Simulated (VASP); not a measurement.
Wanted: the native input for a VASP 6.6.1 run.

| Property | Result |
| --- | --- |
| Task | single point |
| Functional | PBE |
| Potentials or basis | VASP PAW PBE potentials, release 64 (Si, C) |
| Cutoff | 520 eV |
| k mesh | 6 × 6 × 6 |
| Occupations | gaussian, width 0.02 eV |
| Spin | no spin polarisation |
| Dipole correction | no |
| Further INCAR settings | ALGO = Normal; EDIFF = 1e-07; NBANDS = 31 |

The structure of Si4C lies in POSCAR:

```
Si4C
1.0
   -3.9709595635      3.9709595635      2.5252765581
    3.9709595635     -3.9709595635      2.5252765581
    3.9709595635      3.9709595635     -2.5252765581
Si C
8 2
Direct
    0.2983167149      0.0266729345      0.9050076045
    0.6066908897      0.7016832851      0.7283562197
    0.6283346700      0.8566908897      0.4050076045
    0.1216653300      0.3933091103      0.0949923955
    0.1433091103      0.5483167149      0.7716437803
    0.9733270655      0.8783346700      0.2716437803
    0.4516832851      0.2233270655      0.5949923955
    0.7766729345      0.3716653300      0.2283562197
    0.0000000000      0.0000000000      0.0000000000
    0.7500000000      0.2500000000      0.5000000000
```

These files were run (other wordings do the same):

INCAR

```
SYSTEM = Si4C
PREC     = Accurate       ! precision mode
ENCUT    = 520            ! plane-wave cutoff, eV
EDIFF    = 1E-7           ! SCF threshold, eV
ISMEAR   = 0              ! smearing method
SIGMA    = 0.02           ! smearing width, eV
LREAL    = .False.        ! projectors in reciprocal space
LASPH    = .True.         ! aspherical terms in the spheres
NELM     = 80             ! most SCF steps
ALGO     = Normal         ! electronic algorithm
ISIF     = 2              ! what is computed and relaxed
LWAVE    = .False.        ! write WAVECAR
LCHARG   = .False.        ! write CHGCAR
GGA      = PE             ! functional
NBANDS   = 31             ! bands
```

KPOINTS

```
Automatic mesh
0
Gamma
  6 6 6
  0 0 0
```

Potentials or basis: VASP PAW PBE potentials, release 64 (Si, C).

The run is started by

```sh
$ cat potpaw_PBE.64/Si/POTCAR potpaw_PBE.64/C/POTCAR > POTCAR
$ mpirun -np 1 vasp_std > vasp.out
```

Results of the run:

The pressure is -0.1 GPa and the largest force is 0.011 eV/Å. The band gap on the k mesh is 0.83 eV (least direct gap 1.51 eV).

It took 7.9 min on 1 thread of Intel Xeon 8259CL, on a shared host, peak memory 0.38 GiB.
